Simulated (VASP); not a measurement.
# Na (Im-3m) in VASP: further runs, part 2 of 2

VASP 6.6.1. The steps go on from the part before.

## (3) Single point, PBE

This run uses another cell than the first one, of 37.76 Å³/atom, 1.023 times its volume.

INCAR

```
SYSTEM = Na
ALGO = Normal ; EDIFF = 1E-6
ENCUT = 520 ; GGA = PE
ISIF = 2 ; ISMEAR = -1
LASPH = .True. ; LCHARG = .True.
LELF = .True. ; LREAL = .False.
LVHAR = .True. ; LWAVE = .False.
NBANDS = 10 ; NELM = 100
PREC = Accurate ; SIGMA = 0.02
```

KPOINTS

```
k-points
0
Gamma
  8 8 8
  0 0 0
```

POSCAR

```
Na
1.0
   -2.1133789813      2.1133789813      2.1133789813
    2.1133789813     -2.1133789813      2.1133789813
    2.1133789813      2.1133789813     -2.1133789813
Na
1
Direct
    0.0000000000      0.0000000000      0.0000000000
```

Potentials or basis: VASP PAW PBE potentials, release 64 (Na_pv).

Command:

```sh
cat potpaw_PBE.64/Na_pv/POTCAR > POTCAR
mpirun -np 1 vasp_std > vasp.out
```

OUTCAR:

```text
SYSTEM = Na
   EDIFF = 1E-6
   ENCUT = 520
   GGA = PE
   ISIF = 2
   ISMEAR = -1
   LASPH = .True.
   LREAL = .False.
   NELM = 100
   PREC = Accurate

 ion  position               nearest neighbor table
   1  0.000  0.000  0.000-

  LATTYP: Found a body centered cubic cell.
 ALAT       =     4.2267579626

  Lattice vectors:

 A1 = (  -2.1133789813,   2.1133789813,   2.1133789813)
 A2 = (   2.1133789813,  -2.1133789813,   2.1133789813)
 A3 = (   2.1133789813,   2.1133789813,  -2.1133789813)

Analysis of symmetry for initial positions (statically):
=====================================================================
 Subroutine PRICEL returns:
 Original cell was already a primitive cell.

 Routine SETGRP: Setting up the symmetry group for a
 body centered cubic supercell.

 Subroutine GETGRP returns: Found 48 space group operations
 (whereof 48 operations were pure point group operations)
 out of a pool of 48 trial point group operations.

The static configuration has the point symmetry O_h .

Analysis of symmetry for dynamics (positions and initial velocities):
=====================================================================
 Subroutine PRICEL returns:
 Original cell was already a primitive cell.

 Routine SETGRP: Setting up the symmetry group for a
 body centered cubic supercell.

 Subroutine GETGRP returns: Found 48 space group operations
 (whereof 48 operations were pure point group operations)
 out of a pool of 48 trial point group operations.

The dynamic configuration has the point symmetry O_h .

 Subroutine INISYM returns: Found 48 space group operations
 (whereof 48 operations are pure point group operations),
 and found     1 'primitive' translations

----------------------------------------------------------------------------------------

                                     Primitive cell

  volume of cell :      37.7565

  direct lattice vectors                    reciprocal lattice vectors
    -2.113378981  2.113378981  2.113378981     0.000000000  0.236587950  0.236587950
     2.113378981 -2.113378981  2.113378981     0.236587950  0.000000000  0.236587950
     2.113378981  2.113378981 -2.113378981     0.236587950  0.236587950  0.000000000

  length of vectors
     3.660479771  3.660479771  3.660479771     0.334585887  0.334585887  0.334585887

  position of ions in fractional coordinates (direct lattice)
     0.000000000  0.000000000  0.000000000

  ion indices of the primitive-cell ions
   primitive index   ion index
                 1           1

----------------------------------------------------------------------------------------

 KPOINTS: k-points

Automatic generation of k-mesh.
 Grid dimensions read from file:
 generate k-points for:    8    8    8

 Generating k-lattice:

  Cartesian coordinates                     Fractional coordinates (reciprocal lattice)
     0.000000000  0.029573494  0.029573494     0.125000000  0.000000000  0.000000000
     0.029573494  0.000000000  0.029573494     0.000000000  0.125000000  0.000000000
     0.029573494  0.029573494  0.000000000     0.000000000  0.000000000  0.125000000

  Length of vectors
     0.041823236  0.041823236  0.041823236

  Shift w.r.t. Gamma in fractional coordinates (k-lattice)
     0.000000000  0.000000000  0.000000000

 Subroutine IBZKPT returns following result:
 ===========================================

 Found     29 irreducible k-points:

 Following reciprocal coordinates:
            Coordinates               Weight
  0.000000  0.000000  0.000000      1.000000
  0.125000  0.000000  0.000000     12.000000
  0.250000  0.000000  0.000000     12.000000
  0.375000  0.000000  0.000000     12.000000
  0.500000  0.000000  0.000000      6.000000
  0.125000  0.125000  0.000000     24.000000
[... 16 lines left out ...]
 -0.250000  0.250000  0.250000      6.000000
 -0.375000  0.375000  0.250000     24.000000
 [... further k-points ...]
   k-points           NKPTS =     29   k-points in BZ     NKDIM =     29   number of bands    NBANDS=     10
   number of dos      NEDOS =    301   number of ions     NIONS =      1
   total plane-waves  NPLWV =  21952
   dimension x,y,z NGX =    28 NGY =   28 NGZ =   28
   dimension x,y,z NGXF=    56 NGYF=   56 NGZF=   56
   ions per type =               1
   NGX,Y,Z   is equivalent  to a cutoff of  12.72, 12.72, 12.72 a.u.
   NGXF,Y,Z  is equivalent  to a cutoff of  25.43, 25.43, 25.43 a.u.
 SYSTEM =  Na
   PREC   = accura    normal or accurate (medium, high low for compatibility)
   ISTART =      0    job   : 0-new  1-cont  2-samecut
   ICHARG =      2    charge: 1-file 2-atom 10-const
   ISPIN  =      1    spin polarized calculation?
   LNONCOLLINEAR =      F non collinear calculations
   LSORBIT =      F    spin-orbit coupling
   LASPH  =      T    aspherical Exc in radial PAW
   ENCUT  =  520.0 eV  38.22 Ry    6.18 a.u.   6.81  6.81  6.81*2*pi/ulx,y,z
   NELM   =    100;   NELMIN=  2; NELMDL= -5     # of ELM steps
   EDIFF  = 0.1E-05   stopping-criterion for ELM
   LREAL  =      F    real-space projection
   EDIFFG = 0.1E-04   stopping-criterion for IOM
   NSW    =      0    number of steps for IOM
   IBRION =     -1    ionic relax: 0-MD 1-quasi-New 2-CG
   NFREE  =      0    steps in history (QN), initial steepest desc. (CG)
   ISIF   =      2    stress and relaxation
   ISYM   =      2    0-nonsym 1-usesym 2-fastsym
   POTIM  = 0.5000    time-step for ionic-motion
   TEBEG  =    0.0;   TEEND  =   0.0 temperature during run
   PSTRESS=    0.0 pullay stress
   NELECT =       7.0000    total number of electrons
   NUPDOWN=      -1.0000    fix difference up-down
   EMIN   =  10.00;   EMAX   =-10.00  energy-range for DOS
   EFERMI =   0.00;   METHOD = LEGACY
   ISMEAR =    -1;   SIGMA  =   0.02  broadening in eV -4-tet -1-fermi 0-gaus
   EFERMI_NEDOS =   21; number of points for ismear=-14 and -15
   IALGO  =     38    algorithm
   IMIX   =      4    mixing-type and parameters
     AMIX     =   0.40;   BMIX     =  1.00
     AMIX_MAG =   1.60;   BMIX_MAG =  1.00
  volume/ion in A,a.u.               =      37.76       254.79
  Fermi-wavevector in a.u.,A,eV,Ry     =   0.933491  1.764042 11.856191  0.871405
  Thomas-Fermi vector in A             =   2.060198
   LORBIT       =      0    0 simple, 1 ext, 2 COOP (PROOUT), +10 PAW based schemes
   GGA     = PE    functional components
   LHFCALC =     F    Hartree Fock is set to
   AEXX    =    0.0000 exact exchange contribution
   IVDW    =     0    specifies the selected vdW correction
   LEPSILON=     F    determine dielectric tensor
   LRPA    =     F    only Hartree local field effects (RPA)
 non-spin polarized calculation
  energy-cutoff  :      520.00
  volume of cell :       37.76
 maximum number of plane-waves:      1048
   NGX = 13   NGY = 13   NGZ = 13

 number of electron       7.0000011 magnetization

 Free energy of the ion-electron system (eV)
  ---------------------------------------------------
  ext. energy  EPLUGINS =         0.00000000
  ---------------------------------------------------
  free energy    TOTEN  =        -1.30111633 eV

  energy without entropy =       -1.29932662  energy(sigma->0) =       -1.30022148

 E-fermi :   0.4126     XC(G=0):  -6.4549

 val. band max:        0.2040995637   @ k =   0.2500   0.2500   0.0000
 cond. band min:       0.4552935732   @ k =   0.3750   0.1250   0.0000
 fundamental gap:      0.2511940095
 Fermi energy:         0.4126464063

 k-point     1 :       0.0000    0.0000    0.0000
  band No.  band energies     occupation
      1     -24.6392      2.00000
      2     -24.6392      2.00000
      3     -24.6392      2.00000
      4      -2.9630      2.00000
      5      11.8905      0.00000
      6      11.8905      0.00000
      7      11.8905      0.00000
      8      12.8811      0.00000
      9      12.8811      0.00000
     10      13.4296      0.00000

 k-point     2 :       0.1250    0.0000    0.0000
  band No.  band energies     occupation
      1     -24.6442      2.00000
      2     -24.6409      2.00000
      3     -24.6393      2.00000
      4      -2.6915      2.00000
      5       9.3158      0.00000
      6      10.6840      0.00000
      7      11.0703      0.00000
      8      11.5236      0.00000
      9      12.1451      0.00000
     10      13.7588      0.00000
[... 274 lines left out ...]
 k-point    24 :      -0.3750    0.3750    0.2500
  band No.  band energies     occupation
      1     -24.6641      2.00000
      2     -24.6553      2.00000
      3     -24.6518      2.00000
      4       0.4616      0.15943
      5       4.4676      0.00000
      6       6.2559      0.00000
      7       6.8909      0.00000
      8       8.9304      0.00000
      9      12.6920      0.00000
     10      13.8373      0.00000

 [... further k-points ...]
[... 5 lines left out ...]
  --------------------------------------------------------------------------------------
  -------------------------------------------------------------------------------------
  Total       -0.0379647     -0.0379647     -0.0379647      0.0000000      0.0000000      0.0000000
  in kB       -1.6110090     -1.6110090     -1.6110090      0.0000000      0.0000000      0.0000000
  external PRESSURE =      -1.6110090 kB  Pullay stress =       0.0000000 kB

 VOLUME and BASIS-vectors are now :
 -----------------------------------------------------------------------------
  energy-cutoff  :      520.00
  volume of cell :       37.76
      direct lattice vectors                 reciprocal lattice vectors
    -2.113378981  2.113378981  2.113378981     0.000000000  0.236587950  0.236587950
     2.113378981 -2.113378981  2.113378981     0.236587950  0.000000000  0.236587950
     2.113378981  2.113378981 -2.113378981     0.236587950  0.236587950  0.000000000

 POSITION                                       TOTAL-FORCE (eV/Angst)
 -----------------------------------------------------------------------------------
      0.00000      0.00000      0.00000         0.000000      0.000000      0.000000
 -----------------------------------------------------------------------------------
    total drift:                               -0.000000     -0.000000     -0.000000

  FREE ENERGIE OF THE ION-ELECTRON SYSTEM (eV)
  ---------------------------------------------------
  free  energy   TOTEN  =        -1.3011163301 eV

  energy  without entropy=       -1.2993266232  energy(sigma->0) =       -1.30022148
```

stdout:

```text
POSCAR found type information on POSCAR Na
 POSCAR found :  1 types and       1 ions
 scaLAPACK will be used
 LDA part: xc-table for (Slater+PW92), standard interpolation
 POSCAR, INCAR and KPOINTS ok, starting setup
 FFT: planning ... GRIDC
 FFT: planning ... GRID_SOFT
 FFT: planning ... GRID
 WAVECAR not read
 entering main loop
```

Wall time 6.1 s (1 thread of Intel Xeon Platinum 8259CL at 2.50GHz (Skylake/Cascade Lake), shared host); peak memory 0.14 GiB.

Results:

```
Free energy : -1.3011 eV
Pressure    : -0.2 GPa
```

## (4) Single point, r2SCAN

This run uses another cell than the first one, of 37.76 Å³/atom, 1.023 times its volume.

POSCAR is that of step 3.

INCAR.step1

```
ALGO = Normal
EDIFF = 1E-4
ENCUT = 520
GGA = PE
ISMEAR = -1
LASPH = T
LCHARG = F
LREAL = F
LWAVE = T
NBANDS = 10
NELM = 100
PREC = Accurate
SIGMA = 0.02
```

INCAR.step2

```
ALGO = Normal
EDIFF = 1E-7
ENCUT = 520
ISIF = 2
ISMEAR = -1
ISTART = 1
LASPH = T
LCHARG = F
LMIXTAU = T
LREAL = F
LWAVE = F
METAGGA = R2SCAN
NBANDS = 10
NELM = 100
PREC = Accurate
SIGMA = 0.02
```

KPOINTS

```
k-points
0
Gamma
  8 8 8
```

Command:

```sh
cat potpaw_PBE.64/Na_pv/POTCAR > POTCAR
cp INCAR.step1 INCAR
mpirun -np 1 vasp_std > vasp.out
cp INCAR.step2 INCAR
mpirun -np 1 vasp_std > vasp.out
```

Run time: 42 s. Hardware: 1 thread of Intel Xeon Platinum 8259CL at 2.50GHz (Skylake/Cascade Lake), shared host; peak memory 0.15 GiB.

Results (log left out):

```yaml
Free_energy: -3.5437 eV
Pressure: 0.1 GPa
```

Levels at points of the mesh, in eV from the Fermi level:
```tsv
k point	band 1	band 2	band 3	band 4	band 5	band 6
(0.00, 0.00, 0.00)	-26.17	-26.17	-26.17	-3.59	12.16	12.16
(0.50, 0.00, 0.00)	-26.20	-26.18	-26.17	0.58	1.27	8.44
(0.50, 0.50, 0.50)	-26.19	-26.19	-26.19	4.53	4.53	5.09
```

Caveat: the PAW data sets were made with another functional, which shifts forces and pressure a little.

## (5) The runs side by side

```csv
level,cell,gap on the mesh (eV),pressure (GPa)
PBE,"a = 3.633 Å, angles 109.5°, 1 atom",none,0.0
PBE,"a = 3.660 Å, angles 109.5°, 1 atom",none,-0.2
r2SCAN,"a = 3.660 Å, angles 109.5°, 1 atom",none,0.1
```

Alike in all rows: task single point; potentials or basis VASP PAW PBE potentials, release 64 (Na_pv); no spin polarisation; k mesh 8 × 8 × 8; cutoff (eV) 520; smearing fermi-dirac 0.02 eV.

Caveats: the PAW data sets were made with another functional, which shifts forces and pressure a little (some runs).

Total energies depend on the potentials used, so only differences within one code and one set of settings carry meaning.
